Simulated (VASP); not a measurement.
# BP2 (I4/mcm) in VASP: further runs

BP2 is run at these levels: PBE; tasks: single point.

Everything below comes from runs of VASP 6.6.1. Logs are shortened: lines on timing, memory, paths and dates and some standing lists are left out, and cuts for length are marked.

## 1. The cell of the first run

It takes space group I4/mcm (No. 140, tetragonal). Conventional cell: a = 5.470 Å, b = 5.470 Å, c = 4.608 Å, α = 90.00°, β = 90.00°, γ = 90.00°. B (site symmetry 422) has 2 B at 2.30 Å and 8 P at 2.34 Å within 3.0 Å. P (site symmetry m2m) has 4 B at 2.34 Å and 11 P at 2.58 to 2.94 Å within 3.1 Å.

## 2. Single point, PBE

File INCAR:

```
SYSTEM = BP2
PREC = Accurate
ENCUT = 520
EDIFF = 1E-6
ISMEAR = 0
SIGMA = 0.1
LREAL = .False.
LASPH = .True.
NELM = 80
ALGO = Normal
ISIF = 2
LWAVE = .False.
LCHARG = .False.
GGA = PE
NBANDS = 22
```

File KPOINTS:

```
regular mesh
0
Gamma
  6 6 6
  0 0 0
```

File POSCAR:

```
BP2
1.0
   -2.7347932110      2.7347932110      2.3042027922
    2.7347932110     -2.7347932110      2.3042027922
    2.7347932110      2.7347932110     -2.3042027922
B P
2 4
Direct
    0.2500000000      0.2500000000      0.0000000000
    0.7500000000      0.7500000000      0.0000000000
    0.6667156665      0.1667156665      0.8334313329
    0.1667156665      0.3332843335      0.5000000000
    0.3332843335      0.8332843335      0.1665686671
    0.8332843335      0.6667156665      0.5000000000
```

Potentials or basis: VASP PAW PBE potentials, release 64 (B, P).

Started as:

```sh
$ cat potpaw_PBE.64/B/POTCAR potpaw_PBE.64/P/POTCAR > POTCAR
$ mpirun -np 1 vasp_std > vasp.out
```

OUTCAR:

```text
SYSTEM = BP2
   PREC = Accurate
   ENCUT = 520
   EDIFF = 1E-6
   ISMEAR = 0
   LREAL = .False.
   LASPH = .True.
   NELM = 80
   ISIF = 2
   GGA = PE

 ion  position               nearest neighbor table
   1  0.250  0.250  0.000-   5 2.34   3 2.34   4 2.34   4 2.34   6 2.34   6 2.34   5 2.34   3 2.34

   2  0.750  0.750  0.000-   5 2.34   3 2.34   6 2.34   6 2.34   4 2.34   4 2.34   3 2.34   5 2.34

   3  0.667  0.167  0.833-   1 2.34   2 2.34   1 2.34   2 2.34   5 2.58   5 2.64   5 2.64   6 2.88
                             4 2.88   4 2.88   6 2.88   6 2.94   4 2.94   4 2.94   6 2.94
   4  0.167  0.333  0.500-   2 2.34   1 2.34   1 2.34   2 2.34   6 2.58   6 2.64   6 2.64   3 2.88
                             5 2.88   5 2.88   3 2.88   3 2.94   5 2.94   3 2.94   5 2.94
   5  0.333  0.833  0.167-   1 2.34   2 2.34   1 2.34   2 2.34   3 2.58   3 2.64   3 2.64   6 2.88
                             4 2.88   6 2.88   4 2.88   4 2.94   6 2.94   6 2.94   4 2.94
   6  0.833  0.667  0.500-   1 2.34   2 2.34   2 2.34   1 2.34   4 2.58   4 2.64   4 2.64   5 2.88
                             3 2.88   3 2.88   5 2.88   5 2.94   3 2.94   3 2.94   5 2.94

  LATTYP: Found a body centered tetragonal cell.
 ALAT       =     5.4695864220
 C/A-ratio  =     0.8425510137

  Lattice vectors:

 A1 = (  -2.7347932110,   2.7347932110,   2.3042027922)
 A2 = (   2.7347932110,  -2.7347932110,   2.3042027922)
 A3 = (   2.7347932110,   2.7347932110,  -2.3042027922)

Analysis of symmetry for initial positions (statically):
=====================================================================
 Subroutine PRICEL returns:
 Original cell was already a primitive cell.

 Routine SETGRP: Setting up the symmetry group for a
 body centered tetragonal supercell.

 Subroutine GETGRP returns: Found 16 space group operations
 (whereof  8 operations were pure point group operations)
 out of a pool of 16 trial point group operations.

The static configuration has the point symmetry C_4h.
 The point group associated with its full space group is D_4h.

Analysis of symmetry for dynamics (positions and initial velocities):
=====================================================================
 Subroutine PRICEL returns:
 Original cell was already a primitive cell.

 Routine SETGRP: Setting up the symmetry group for a
 body centered tetragonal supercell.

 Subroutine GETGRP returns: Found 16 space group operations
 (whereof  8 operations were pure point group operations)
 out of a pool of 16 trial point group operations.

The dynamic configuration has the point symmetry C_4h.
 The point group associated with its full space group is D_4h.

 Subroutine INISYM returns: Found 16 space group operations
 (whereof  8 operations are pure point group operations),
 and found     1 'primitive' translations

----------------------------------------------------------------------------------------

                                     Primitive cell

  volume of cell :      68.9334

  direct lattice vectors                    reciprocal lattice vectors
    -2.734793211  2.734793211  2.304202792     0.000000000  0.182829180  0.216994790
     2.734793211 -2.734793211  2.304202792     0.182829180  0.000000000  0.216994790
     2.734793211  2.734793211 -2.304202792     0.182829180  0.182829180  0.000000000

  length of vectors
     4.501948281  4.501948281  4.501948281     0.283748564  0.283748564  0.258559506

  position of ions in fractional coordinates (direct lattice)
     0.250000000  0.250000000  0.000000000
     0.750000000  0.750000000  0.000000000
     0.666715666  0.166715666  0.833431333
     0.166715666  0.333284334  0.500000000
     0.333284334  0.833284334  0.166568667
     0.833284334  0.666715666  0.500000000

  ion indices of the primitive-cell ions
   primitive index   ion index
                 1           1
                 2           2
                 3           3
                 4           4
                 5           5
                 6           6

----------------------------------------------------------------------------------------

 KPOINTS: regular mesh

Automatic generation of k-mesh.
 Grid dimensions read from file:
 generate k-points for:    6    6    6

 Generating k-lattice:

  Cartesian coordinates                     Fractional coordinates (reciprocal lattice)
     0.000000000  0.030471530  0.036165798     0.166666667 -0.000000000  0.000000000
     0.030471530  0.000000000  0.036165798    -0.000000000  0.166666667  0.000000000
     0.030471530  0.030471530  0.000000000     0.000000000  0.000000000  0.166666667

  Length of vectors
     0.047291427  0.047291427  0.043093251

  Shift w.r.t. Gamma in fractional coordinates (k-lattice)
     0.000000000  0.000000000  0.000000000

 Subroutine IBZKPT returns following result:
 ===========================================

 Found     30 irreducible k-points:

 Following reciprocal coordinates:
            Coordinates               Weight
  0.000000  0.000000  0.000000      1.000000
  0.166667  0.000000 -0.000000      8.000000
  0.333333  0.000000 -0.000000      8.000000
  0.500000  0.000000 -0.000000      4.000000
  0.166667  0.166667 -0.000000      8.000000
  0.333333  0.166667 -0.000000     16.000000
[... 16 lines left out ...]
 -0.333333 -0.333333  0.166667      8.000000
 -0.166667 -0.333333  0.166667      8.000000
 [... further k-points ...]
   k-points           NKPTS =     30   k-points in BZ     NKDIM =     30   number of bands    NBANDS=     22
   number of dos      NEDOS =    301   number of ions     NIONS =      6
   total plane-waves  NPLWV =  46656
   dimension x,y,z NGX =    36 NGY =   36 NGZ =   36
   dimension x,y,z NGXF=    72 NGYF=   72 NGZF=   72
   ions per type =               2   4
   NGX,Y,Z   is equivalent  to a cutoff of  13.29, 13.29, 13.29 a.u.
   NGXF,Y,Z  is equivalent  to a cutoff of  26.59, 26.59, 26.59 a.u.
 SYSTEM =  BP2
   PREC   = accura    normal or accurate (medium, high low for compatibility)
   ISTART =      0    job   : 0-new  1-cont  2-samecut
   ICHARG =      2    charge: 1-file 2-atom 10-const
   ISPIN  =      1    spin polarized calculation?
   LNONCOLLINEAR =      F non collinear calculations
   LSORBIT =      F    spin-orbit coupling
   LASPH  =      T    aspherical Exc in radial PAW
   ENCUT  =  520.0 eV  38.22 Ry    6.18 a.u.   8.37  8.37  8.37*2*pi/ulx,y,z
   NELM   =     80;   NELMIN=  2; NELMDL= -5     # of ELM steps
   EDIFF  = 0.1E-05   stopping-criterion for ELM
   LREAL  =      F    real-space projection
   EDIFFG = 0.1E-04   stopping-criterion for IOM
   NSW    =      0    number of steps for IOM
   IBRION =     -1    ionic relax: 0-MD 1-quasi-New 2-CG
   NFREE  =      0    steps in history (QN), initial steepest desc. (CG)
   ISIF   =      2    stress and relaxation
   ISYM   =      2    0-nonsym 1-usesym 2-fastsym
   POTIM  = 0.5000    time-step for ionic-motion
   TEBEG  =    0.0;   TEEND  =   0.0 temperature during run
   PSTRESS=    0.0 pullay stress
   NELECT =      26.0000    total number of electrons
   NUPDOWN=      -1.0000    fix difference up-down
   EMIN   =  10.00;   EMAX   =-10.00  energy-range for DOS
   EFERMI =   0.00;   METHOD = LEGACY
   ISMEAR =     0;   SIGMA  =   0.10  broadening in eV -4-tet -1-fermi 0-gaus
   EFERMI_NEDOS =   21; number of points for ismear=-14 and -15
   IALGO  =     38    algorithm
   IMIX   =      4    mixing-type and parameters
     AMIX     =   0.40;   BMIX     =  1.00
     AMIX_MAG =   1.60;   BMIX_MAG =  1.00
  volume/ion in A,a.u.               =      11.49        77.53
  Fermi-wavevector in a.u.,A,eV,Ry     =   1.182831  2.235227 19.035766  1.399089
  Thomas-Fermi vector in A             =   2.319077
   LORBIT       =      0    0 simple, 1 ext, 2 COOP (PROOUT), +10 PAW based schemes
   GGA     = PE    functional components
   LHFCALC =     F    Hartree Fock is set to
   AEXX    =    0.0000 exact exchange contribution
   IVDW    =     0    specifies the selected vdW correction
   LEPSILON=     F    determine dielectric tensor
   LRPA    =     F    only Hartree local field effects (RPA)
 non-spin polarized calculation
 Gauss-broadening in eV      SIGMA  =   0.10
  energy-cutoff  :      520.00
  volume of cell :       68.93
 maximum number of plane-waves:      1881
 NGX is ok and might be reduce to    36
   NGX = 17   NGY = 17   NGZ = 17

 number of electron      26.0000003 magnetization

 Free energy of the ion-electron system (eV)
  ---------------------------------------------------
  ext. energy  EPLUGINS =         0.00000000
  ---------------------------------------------------
  free energy    TOTEN  =       -27.80072019 eV

  energy without entropy =      -27.78815548  energy(sigma->0) =      -27.79443784

 E-fermi :  10.2191     XC(G=0): -11.8556

 val. band max:       10.2161246321   @ k =  -0.3333   0.3333   0.1667
 cond. band min:      10.2291984521   @ k =  -0.1667  -0.1667   0.1667
 fundamental gap:      0.0130738200
 Fermi energy:        10.2191355520

 k-point     1 :       0.0000    0.0000    0.0000
  band No.  band energies     occupation
      1      -6.8255      2.00000
      2       0.7890      2.00000
      3       1.6211      2.00000
      4       1.6211      2.00000
      5       3.0321      2.00000
      6       3.4644      2.00000
[... 14 lines left out ...]
     21      17.6602      0.00000
     22      18.4906      0.00000

 k-point     2 :       0.1667    0.0000   -0.0000
  band No.  band energies     occupation
      1      -6.5198      2.00000
      2       0.1580      2.00000
      3       0.4402      2.00000
      4       0.9560      2.00000
      5       2.2611      2.00000
      6       2.4287      2.00000
[... 14 lines left out ...]
     21      17.4109      0.00000
     22      17.6150      0.00000

 k-point     3 :       0.3333    0.0000   -0.0000
  band No.  band energies     occupation
      1      -5.6067      2.00000
      2      -2.0355      2.00000
      3      -0.3639      2.00000
      4       0.1099      2.00000
      5       1.4092      2.00000
      6       1.6825      2.00000
[... 14 lines left out ...]
     21      15.5876      0.00000
     22      16.2521      0.00000
[... 476 lines left out ...]
 k-point    23 :      -0.3333   -0.3333    0.1667
  band No.  band energies     occupation
      1      -3.7546      2.00000
      2      -2.9376      2.00000
      3      -2.9151      2.00000
      4       0.1014      2.00000
      5       0.1830      2.00000
      6       2.6504      2.00000
[... 14 lines left out ...]
     21      14.6588      0.00000
     22      15.1818      0.00000

 k-point    24 :      -0.1667   -0.3333    0.1667
  band No.  band energies     occupation
      1      -5.0992      2.00000
      2      -2.1788      2.00000
      3      -1.1858      2.00000
      4      -0.1591      2.00000
      5       0.6661      2.00000
      6       2.6798      2.00000
[... 14 lines left out ...]
     21      15.2197      0.00000
     22      15.4229      0.00000

 [... further k-points ...]
[... 5 lines left out ...]
  --------------------------------------------------------------------------------------
  -------------------------------------------------------------------------------------
  Total       -0.1655202     -0.1655202     -0.0830637      0.0000000      0.0000000      0.0000000
  in kB       -3.8470865     -3.8470865     -1.9305985      0.0000000      0.0000000      0.0000000
  external PRESSURE =      -3.2082572 kB  Pullay stress =       0.0000000 kB

 VOLUME and BASIS-vectors are now :
 -----------------------------------------------------------------------------
  energy-cutoff  :      520.00
  volume of cell :       68.93
      direct lattice vectors                 reciprocal lattice vectors
    -2.734793211  2.734793211  2.304202792     0.000000000  0.182829180  0.216994790
     2.734793211 -2.734793211  2.304202792     0.182829180  0.000000000  0.216994790
     2.734793211  2.734793211 -2.304202792     0.182829180  0.182829180  0.000000000

 POSITION                                       TOTAL-FORCE (eV/Angst)
 -----------------------------------------------------------------------------------
      0.00000      0.00000      1.15210         0.000000     -0.000000     -0.000000
      0.00000      0.00000      3.45630         0.000000     -0.000000     -0.000000
      0.91187      3.64666      0.00000        -0.008448     -0.008448      0.000000
      1.82293      0.91187      0.00000         0.008448     -0.008448     -0.000000
      1.82293     -0.91187      2.30420         0.008448      0.008448     -0.000000
      0.91187      1.82293      2.30420        -0.008448      0.008448     -0.000000
 -----------------------------------------------------------------------------------
    total drift:                                0.000000      0.000000      0.000000

  FREE ENERGIE OF THE ION-ELECTRON SYSTEM (eV)
  ---------------------------------------------------
  free  energy   TOTEN  =       -27.8007201880 eV

  energy  without entropy=      -27.7881554821  energy(sigma->0) =      -27.79443784
```

Wall time 17 s (1 thread of Intel Xeon 6975P-C (Granite Rapids), shared host); peak memory 0.2 GiB.

Results:

```yaml
Free_energy: -27.8007 eV
Pressure: -0.3 GPa
Largest_force: 0.012 eV/Å
Band_gap_on_the_k_mesh: zero (band 13 reaches 12.36 eV, above the bottom of band 14 at 8.61 eV)
```

Forces in eV/Å, atoms in the order of the input:
```
B    0.000  0.000  0.000
B    0.000  0.000  0.000
P   -0.008 -0.008  0.000
P    0.008 -0.008  0.000
P    0.008  0.008  0.000
P   -0.008  0.008  0.000
```

Levels at points of the mesh, in eV from the Fermi level:
```
           k point  band 11  band 12  band 13  band 14  band 15  band 16
(0.00, 0.00, 0.00)    -5.63    -4.71    -3.53     0.82     1.03     1.13
(0.50, 0.00, 0.00)    -1.06    -1.06    -0.65    -0.65     2.03     2.03
(0.50, 0.50, 0.00)    -0.56    -0.28    -0.12     0.14     1.00     1.26
(0.50, 0.50, 0.50)    -1.93    -1.52    -1.52     1.07     2.86     3.38
```

## 3. Single point, PBE

This run uses another cell than the first one, of 13.83 Å³/atom, 1.204 times its volume.

File INCAR:

```
SYSTEM = BP2
  ALGO = Normal
  EDIFF = 1E-7
  ENCUT = 520
  GGA = PE
  ISIF = 2
  ISMEAR = 0
  LASPH = .TRUE.
  LCHARG = .FALSE.
  LREAL = .FALSE.
  LWAVE = .FALSE.
  NBANDS = 22
  NELM = 100
  PREC = Accurate
  SIGMA = 0.1
```

File KPOINTS:

```
k-points
0
G
  6 6 6
  0 0 0
```

File POSCAR:

```
BP2
1.0
   -2.9212471598      2.9212471598      2.4316495163
    2.9212471598     -2.9212471598      2.4316495163
    2.9212471598      2.9212471598     -2.4316495163
B P
2 4
Direct
    0.2500000000      0.2500000000      0.0000000000
    0.7500000000      0.7500000000      0.0000000000
    0.6670000000      0.1670000000      0.8340000000
    0.1670000000      0.3330000000      0.5000000000
    0.3330000000      0.8330000000      0.1660000000
    0.8330000000      0.6670000000      0.5000000000
```

Potentials or basis: VASP PAW PBE potentials, release 64 (B, P).

Started as:

```sh
$ cat potpaw_PBE.64/B/POTCAR potpaw_PBE.64/P/POTCAR > POTCAR
$ mpirun -np 1 vasp_std > vasp.out
```

Run time: 24 s. Hardware: 1 thread of Intel Xeon 6975P-C (Granite Rapids), shared host; peak memory 0.21 GiB.

It converged, with:

| Item | Value |
| --- | --- |
| Free energy | -27.0397 eV |
| Pressure | -14.6 GPa |
| Largest force | 0.201 eV/Å |
| Band gap on the k mesh | zero (band 13 reaches 9.15 eV, above the bottom of band 14 at 6.45 eV) |

Forces on the atoms (eV/Å):
```
B    0.000  0.000  0.000
B    0.000  0.000  0.000
P    0.142  0.142  0.000
P   -0.142  0.142  0.000
P   -0.142 -0.142  0.000
P    0.142 -0.142  0.000
```

Stress tensor (GPa, compression positive):
```
-15.08   0.00   0.00
  0.00 -15.08   0.00
  0.00   0.00 -13.72
```

Levels at points of the mesh, in eV from the Fermi level:
```csv
k point,band 10,band 11,band 12,band 13,band 14,band 15,band 16,band 17
"(0.00, 0.00, 0.00)",-4.97,-4.48,-4.14,-2.52,0.27,0.87,1.17,1.17
"(0.50, 0.00, 0.00)",-2.05,-0.90,-0.90,-0.30,-0.30,1.77,1.77,2.28
"(0.50, 0.50, 0.00)",-4.39,-0.62,0.03,0.36,0.39,0.77,0.88,1.73
"(0.50, 0.50, 0.50)",-1.74,-1.64,-0.78,-0.78,0.71,2.18,2.53,2.53
```
